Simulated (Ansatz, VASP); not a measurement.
## One calculation of MnHg, two programs

```xyz
2
Lattice="3.2659 0.0000 0.0000 0.0000 3.2659 0.0000 0.0000 0.0000 3.2908" Properties=species:S:1:pos:R:3 pbc="T T T"
Mn    1.6330    1.6330    1.6454
Hg    0.0000    0.0000    0.0000
```

Alike in both runs: task single point; functional r2SCAN; k mesh 9 × 9 × 9; occupations fermi-dirac, width 0.05 eV; collinear spin.

|  | VASP | Ansatz |
| --- | --- | --- |
| version | VASP 6.6.1 | Ansatz 0.2.0 |
| potentials or method | VASP PAW PBE potentials, release 64 (Mn_pv, Hg), cutoff 520 eV | plane waves, PAW |
| valence electrons in the cell | 25 | 35 |

Ansatz gave:

```
pressure (GPa)                                                : 5.2
traceless stress, the component that is largest in VASP (GPa) : -0.04
net moment per atom (μB)                                      : 2.09
size of the moment on the site where the two differ most (μB) : 4.17
```

Q: Which values does VASP return?

A: Pressure (GPa): 5.8; traceless stress, the component that is largest in VASP (GPa): -0.05; net moment per atom (μB): 2.09; size of the moment on the site where the two differ most (μB): 4.11.

VASP's potentials were made for PBE, not for r2SCAN. Site moments also hang on the region over which each program counts them. With one functional, cell and mesh, what is left measures potentials, basis and numerics. VASP's potentials hold 25 valence electrons a cell and Ansatz's 35, so a difference there can come from the potentials and not from the codes. Ansatz's warnings: stability check not made.

Spin-orbit coupling is off throughout.
